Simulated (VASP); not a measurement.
Set up this calculation in VASP 6.6.1, as the native input.

- Task: single point
- Functional: BLYP
- Potentials or basis: VASP PAW PBE potentials, release 64 (Te)
- Cutoff: 520 eV
- k mesh: 8 × 8 × 8
- Occupations: fermi-dirac, width 0.1 eV
- Spin: no spin polarisation
- Dipole correction: no
- Further INCAR settings: ALGO = Normal; EDIFF = 1e-06; NBANDS = 13

The structure of Te lies in POSCAR:

```
Te
1.0
    0.0000000000      3.5862938916      3.5862938916
    3.5862938916      0.0000000000      3.5862938916
    3.5862938916      3.5862938916      0.0000000000
Te
2
Direct
    0.1250000000      0.1250000000      0.1250000000
    0.8750000000      0.8750000000      0.8750000000
```

This cell differs from its parent crystal: volume scaled by 0.92.

One way to write it, as run:

INCAR

```
SYSTEM = Te
PREC     = Accurate       ! precision mode
ENCUT    = 520            ! plane-wave cutoff, eV
EDIFF    = 1E-6           ! SCF threshold, eV
ISMEAR   = -1             ! smearing method
SIGMA    = 0.1            ! smearing width, eV
LREAL    = .False.        ! projectors in reciprocal space
LASPH    = .True.         ! aspherical terms in the spheres
NELM     = 80             ! most SCF steps
ALGO     = Normal         ! electronic algorithm
ISIF     = 2              ! what is computed and relaxed
LWAVE    = .False.        ! write WAVECAR
LCHARG   = .False.        ! write CHGCAR
GGA      = B5             ! functional
ALDAX    = 1.0          
AGGAX    = 1.0          
AGGAC    = 1.0          
ALDAC    = 0.0          
NBANDS   = 13             ! bands
```

KPOINTS

```
regular mesh
0
Gamma
  8 8 8
  0 0 0
```

Potentials or basis: VASP PAW PBE potentials, release 64 (Te).

Command:

```bash
$ cat potpaw_PBE.64/Te/POTCAR > POTCAR
$ mpirun -np 1 vasp_std > vasp.out
```

Results of the run:

The pressure is 2.4 GPa. The band gap on the k mesh is zero (band 6 reaches 3.93 eV, above the bottom of band 7 at 3.01 eV).

Caveat: the PAW data sets were made with another functional, which shifts forces and pressure a little; spin-orbit coupling is left out, which moves the levels of the heavy elements.

It took 23 s on 1 thread of Intel(R) Xeon(R) 6975P-C (Granite Rapids), with other jobs on the host, peak memory 0.23 GiB.
